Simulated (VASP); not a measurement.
# AlC (Cmmm) in VASP: notebook, part 2 of 2

VASP 6.6.1. Earlier steps stand in the parts before.

## (5) Single point, PBE

This run uses another cell than the first one, of 11.28 Å³/atom, 1.026 times its volume.

Input file INCAR:

```
PREC     = Accurate       # precision mode
ENCUT    = 520            # plane-wave cutoff, eV
EDIFF    = 1E-6           # SCF threshold, eV
ISMEAR   = 0              # smearing method
SIGMA    = 0.1            # smearing width, eV
LREAL    = F              # projectors in reciprocal space
LASPH    = T              # aspherical terms in the spheres
NELM     = 80             # most SCF steps
ALGO     = Normal         # electronic algorithm
ISIF     = 2              # what is computed and relaxed
LWAVE    = F              # write WAVECAR
LCHARG   = T              # write CHGCAR
GGA      = PE             # functional
LELF     = T              # ELF
LVHAR    = T            
NBANDS   = 10             # bands
```

Input file KPOINTS:

```
regular mesh
0
Gamma
  20 20 20
```

Input file POSCAR:

```
AlC
1.0
    1.5514435110     -2.7819535689      0.0000000000
    1.5514435110      2.7819535689      0.0000000000
    0.0000000000      0.0000000000      2.6133200300
Al C
1 1
Direct
    0.5000000000      0.5000000000      0.0000000000
    0.0000000000      0.0000000000      0.5000000000
```

Potentials or basis: VASP PAW PBE potentials, release 64 (Al, C).

Started as:

```console
$ cat potpaw_PBE.64/Al/POTCAR potpaw_PBE.64/C/POTCAR > POTCAR
$ mpirun -np 1 vasp_std > vasp.out
```

OUTCAR:

```text
PREC = Accurate
   ENCUT = 520
   EDIFF = 1E-6
   ISMEAR = 0
   LREAL = F
   LASPH = T
   NELM = 80
   ISIF = 2
   GGA = PE

 ion  position               nearest neighbor table
   1  0.500  0.500  0.000-   2 2.03   2 2.03   2 2.03   2 2.03
   2  0.000  0.000  0.500-   1 2.03   1 2.03   1 2.03   1 2.03

  LATTYP: Found a base centered orthorhombic cell.
 ALAT       =     3.1028870220
 B/A-ratio  =     1.7931388086
 C/A-ratio  =     0.8422221020

  Lattice vectors:

 A1 = (   1.5514435110,  -2.7819535689,   0.0000000000)
 A2 = (   1.5514435110,   2.7819535689,   0.0000000000)
 A3 = (   0.0000000000,   0.0000000000,   2.6133200300)

Analysis of symmetry for initial positions (statically):
=====================================================================
 Subroutine PRICEL returns:
 Original cell was already a primitive cell.

 Routine SETGRP: Setting up the symmetry group for a
 base centered orthorhombic supercell.

 Subroutine GETGRP returns: Found  8 space group operations
 (whereof  8 operations were pure point group operations)
 out of a pool of  8 trial point group operations.

The static configuration has the point symmetry D_2h.

Analysis of symmetry for dynamics (positions and initial velocities):
=====================================================================
 Subroutine PRICEL returns:
 Original cell was already a primitive cell.

 Routine SETGRP: Setting up the symmetry group for a
 base centered orthorhombic supercell.

 Subroutine GETGRP returns: Found  8 space group operations
 (whereof  8 operations were pure point group operations)
 out of a pool of  8 trial point group operations.

The dynamic configuration has the point symmetry D_2h.

 Subroutine INISYM returns: Found  8 space group operations
 (whereof  8 operations are pure point group operations),
 and found     1 'primitive' translations

----------------------------------------------------------------------------------------

                                     Primitive cell

[... 112 lines left out ...]
  Fermi-wavevector in a.u.,A,eV,Ry     =   1.108336  2.094451 16.713509  1.228408
  Thomas-Fermi vector in A             =   2.244862
   LORBIT       =      0    0 simple, 1 ext, 2 COOP (PROOUT), +10 PAW based schemes
   GGA     = PE    functional components
   LHFCALC =     F    Hartree Fock is set to
   AEXX    =    0.0000 exact exchange contribution
   IVDW    =     0    specifies the selected vdW correction
   LEPSILON=     F    determine dielectric tensor
   LRPA    =     F    only Hartree local field effects (RPA)
 non-spin polarized calculation
 Gauss-broadening in eV      SIGMA  =   0.10
  energy-cutoff  :      520.00
  volume of cell :       22.56
 maximum number of plane-waves:       620
   NGX = 11   NGY = 11   NGZ =  9

 number of electron       7.0000000 magnetization

 Free energy of the ion-electron system (eV)
  ---------------------------------------------------
  ext. energy  EPLUGINS =         0.00000000
  ---------------------------------------------------
  free energy    TOTEN  =       -11.11807438 eV

  energy without entropy =      -11.11468687  energy(sigma->0) =      -11.11638062

 E-fermi :   7.5153     XC(G=0): -10.8644

 val. band max:        7.5130392674   @ k =  -0.4500   0.1000   0.1500
 cond. band min:       7.5170616096   @ k =  -0.3500   0.0500   0.3500
 fundamental gap:      0.0040223423
 Fermi energy:         7.5153407968

 k-point     1 :       0.0000    0.0000    0.0000
  band No.  band energies     occupation
      1      -6.7866      2.00000
      2       5.9750      2.00000
      3       7.9469      0.00000
      4       8.6783      0.00000
      5      10.4044      0.00000
      6      14.3923      0.00000
      7      16.2461      0.00000
      8      16.8108      0.00000
      9      19.1269      0.00000
     10      25.0970      0.00000
[... 287 lines left out ...]
 k-point    24 :      -0.3500    0.0500    0.0000
  band No.  band energies     occupation
      1      -5.1915      2.00000
      2       1.4447      2.00000
      3       5.9073      2.00000
      4       9.1347      0.00000
      5      10.7137      0.00000
      6      15.0823      0.00000
      7      18.2122      0.00000
      8      20.7643      0.00000
      9      21.6478      0.00000
     10      25.3428      0.00000

 [... further k-points ...]
[... 5 lines left out ...]
  --------------------------------------------------------------------------------------
  -------------------------------------------------------------------------------------
  Total       -0.0171220      0.0050320     -0.0121230     -0.0000000      0.0000000      0.0000000
  in kB       -1.2160662      0.3573928     -0.8610202     -0.0000000      0.0000000      0.0000000
  external PRESSURE =      -0.5732312 kB  Pullay stress =       0.0000000 kB

 VOLUME and BASIS-vectors are now :
 -----------------------------------------------------------------------------
  energy-cutoff  :      520.00
  volume of cell :       22.56
      direct lattice vectors                 reciprocal lattice vectors
     1.551443511 -2.781953569  0.000000000     0.322280506 -0.179729815  0.000000000
     1.551443511  2.781953569  0.000000000     0.322280506  0.179729815  0.000000000
     0.000000000  0.000000000  2.613320030     0.000000000  0.000000000  0.382655009

 POSITION                                       TOTAL-FORCE (eV/Angst)
 -----------------------------------------------------------------------------------
      1.55144      0.00000      0.00000         0.000000      0.000000      0.000000
      0.00000      0.00000      1.30666        -0.000000      0.000000      0.000000
 -----------------------------------------------------------------------------------
    total drift:                                0.000000     -0.000000      0.000000

  FREE ENERGIE OF THE ION-ELECTRON SYSTEM (eV)
  ---------------------------------------------------
  free  energy   TOTEN  =       -11.1180743756 eV

  energy  without entropy=      -11.1146868734  energy(sigma->0) =      -11.11638062
```

OSZICAR:

```text
N       E                     dE             d eps       ncg     rms          rms(c)
DAV:   1     0.351071281630E+01    0.35107E+01   -0.29735E+03 24644   0.547E+02
DAV:   2    -0.119199300418E+02   -0.15431E+02   -0.14793E+02 31620   0.898E+01
DAV:   3    -0.124410457727E+02   -0.52112E+00   -0.51548E+00 30384   0.148E+01
DAV:   4    -0.124435006330E+02   -0.24549E-02   -0.24545E-02 29158   0.118E+00
DAV:   5    -0.124435216636E+02   -0.21031E-04   -0.21030E-04 29924   0.105E-01    0.571E+00
DAV:   6    -0.112012909230E+02    0.12422E+01   -0.38961E+00 26562   0.859E+00    0.213E+00
DAV:   7    -0.111312872106E+02    0.70004E-01   -0.32927E-01 29078   0.313E+00    0.118E+00
DAV:   8    -0.111184125666E+02    0.12875E-01   -0.25695E-02 26600   0.104E+00    0.156E-01
DAV:   9    -0.111180749543E+02    0.33761E-03   -0.24679E-03 28008   0.265E-01    0.646E-02
DAV:  10    -0.111180739066E+02    0.10476E-05   -0.12513E-04 27306   0.726E-02    0.136E-02
DAV:  11    -0.111180743756E+02   -0.46895E-06   -0.73121E-06 29142   0.184E-02
   1 F= -.11118074E+02 E0= -.11116381E+02  d E =-.338750E-02
```

Run time: 1.8 min. Hardware: 1 thread of Intel Xeon Platinum 8488C (Sapphire Rapids), shared host; peak memory 0.36 GiB.

Results:

| Property | Result |
| --- | --- |
| Free energy | -11.1181 eV |
| Pressure | -0.1 GPa |

Stress tensor (GPa, compression positive):
```
-0.12  0.00  0.00
 0.00  0.04  0.00
 0.00  0.00 -0.09
```

Levels at points of the mesh, in eV from the Fermi level:
```tsv
k point	band 1	band 2	band 3	band 4	band 5	band 6	band 7
(0.00, 0.00, 0.00)	-14.30	-1.54	0.43	1.16	2.89	6.88	8.73
(0.50, 0.00, 0.00)	-11.50	-8.15	-1.51	1.80	2.02	8.72	12.27
(0.50, 0.50, 0.00)	-12.23	-6.61	-2.63	1.84	2.83	8.53	11.36
(0.00, 0.00, 0.50)	-10.84	-7.91	-0.30	1.93	6.12	7.51	10.29
(0.50, 0.00, 0.50)	-8.58	-5.56	-5.31	0.44	0.78	6.37	7.31
(0.50, 0.50, 0.50)	-9.22	-5.80	-2.92	-1.01	0.01	6.24	7.61
```

## (6) The runs side by side

```tsv
task	cell	k mesh	cutoff (eV)	gap on the mesh (eV)	pressure (GPa)
single point	a = 3.055, b = 3.055, c = 2.723 Å, angles 90.0, 90.0, 120.1°, 2 atoms	6 × 6 × 6	520	none	0.1
single point	a = 5.361, b = 2.730, c = 3.038 Å, 4 atoms	4 × 6 × 4	520	none	0.0
relaxation of cell and atoms	relaxed from a = 3.081, b = 3.081, c = 2.730 Å, angles 90.0, 90.0, 120.9°, 2 atoms	6 × 6 × 6	600	none	-0.2
single point	a = 3.185, b = 3.185, c = 2.613 Å, angles 90.0, 90.0, 121.7°, 2 atoms	20 × 20 × 20	520	none	-0.1
```

Alike in all rows: level PBE; potentials or basis VASP PAW PBE potentials, release 64 (Al, C); no spin polarisation; smearing gaussian 0.1 eV.

Caveats: some runs use coarse meshes.

Total energies depend on the potentials used, so only differences within one code and one set of settings carry meaning.
